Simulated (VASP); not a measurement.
# SnO: electric field gradients with LDA

The system is SnO.

```
Sn O
1.0
     3.80200    0.00000    0.00000
     0.00000    3.80200    0.00000
     0.00000    0.00000    4.93272
Sn O
2 2
Direct
  0.00000 0.50000 0.23850
  0.50000 0.00000 0.76150
  0.00000 0.00000 0.00000
  0.50000 0.50000 0.00000
```

This cell differs from its parent crystal: zz strain of +2 %.

```
Program                : VASP 6.6.1
Task                   : electric field gradients
Functional             : LDA
Potentials or basis    : VASP PAW LDA potentials, release 64 (Sn_d, O)
Cutoff                 : 520 eV
k mesh                 : 6 × 6 × 5
Occupations            : fermi-dirac, width 0.02 eV
Spin                   : no spin polarisation
Dipole correction      : no
Further INCAR settings : ALGO = Normal; EDIFF = 1e-08; NBANDS = 28
```

```yaml
Pressure: -4.0 GPa
Largest_force: 0.522 eV/Å
Band_gap_on_the_k_mesh: 0.07 eV, indirect (least direct gap 2.01 eV)
```

Forces in eV/Å, atoms in the order of the input:
```
Sn   0.000  0.000 -0.522
Sn   0.000  0.000  0.522
O    0.000  0.000  0.000
O    0.000  0.000  0.000
```

Stress tensor (GPa, compression positive):
```
-3.71  0.00  0.00
 0.00 -3.71  0.00
 0.00  0.00 -4.64
```

Levels at points of the mesh, in eV from the valence-band top:
```
           k point  band 18  band 19  band 20  band 21  band 22  band 23
(0.00, 0.00, 0.00)    -3.01    -3.01     0.00     2.05     4.14     4.65
(0.50, 0.00, 0.00)    -4.71    -2.70    -2.70     3.01     3.01     5.81
(0.50, 0.50, 0.00)    -2.35    -1.94    -1.94     0.07     0.07     4.27
```

Electric field gradients, principal values (V/Å²):
| atom | least | middle | greatest (by size) |
| --- | --- | --- | --- |
| 1 Sn | 83.793 | 83.793 | -167.586 |
| 2 Sn | 83.793 | 83.793 | -167.586 |
| 3 O | -3.585 | -3.585 | 7.171 |
| 4 O | -3.585 | -3.585 | 7.171 |

Run time: 35 s on 1 thread of AMD EPYC 9R45 96-Core Processor (Zen 5), on a shared host, peak memory 0.15 GiB.

Caveat: the cell differs from its parent crystal (zz strain of +2 %); without QUAD_EFG the Cq values of the log hold for a quadrupole moment of 1 mb, not for the nuclei; spin-orbit coupling is left out, which moves the levels of the heavy elements. A k mesh can miss the band edges.
